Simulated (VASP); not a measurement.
SiC, 2 atoms in the cell. The structure is trigonal, space group R3m (No. 160). Conventional cell: a = 2.957 Å, b = 2.957 Å, c = 7.722 Å, α = 90.00°, β = 90.00°, γ = 120.00°. Si (site symmetry 3m) has 4 C at 1.82 to 1.93 Å within 2.4 Å. Within 2.4 Å of C (site symmetry 3m) lie 4 Si at 1.82 to 1.93 Å. 

| Quantity | Value |
| --- | --- |
| Program | VASP 6.6.1 |
| Task | single point |
| Functional | PBE |
| Potentials or basis | VASP PAW PBE potentials, release 64 (Si, C) |
| Cutoff | 520 eV |
| k mesh | 12 × 12 × 12 |
| Occupations | gaussian, width 0.05 eV |
| Spin | no spin polarisation |
| Dipole correction | no |
| Further INCAR settings | ALGO = Normal; EDIFF = 1e-06; NBANDS = 11 |

Potentials or basis: VASP PAW PBE potentials, release 64 (Si, C).

Command:

```bash
$ cat potpaw_PBE.64/Si/POTCAR potpaw_PBE.64/C/POTCAR > POTCAR
$ mpirun -np 1 vasp_std > vasp.out
```

Hardware: 1 thread of Intel(R) Xeon(R) 6975P-C (Granite Rapids), with other jobs on the host.

Task: Estimate the wall time of this run.

Result: It took 19 s on 1 thread of Intel(R) Xeon(R) 6975P-C (Granite Rapids), on a shared host, peak memory 0.16 GiB. Counts: scf iterations 12, k points 189.
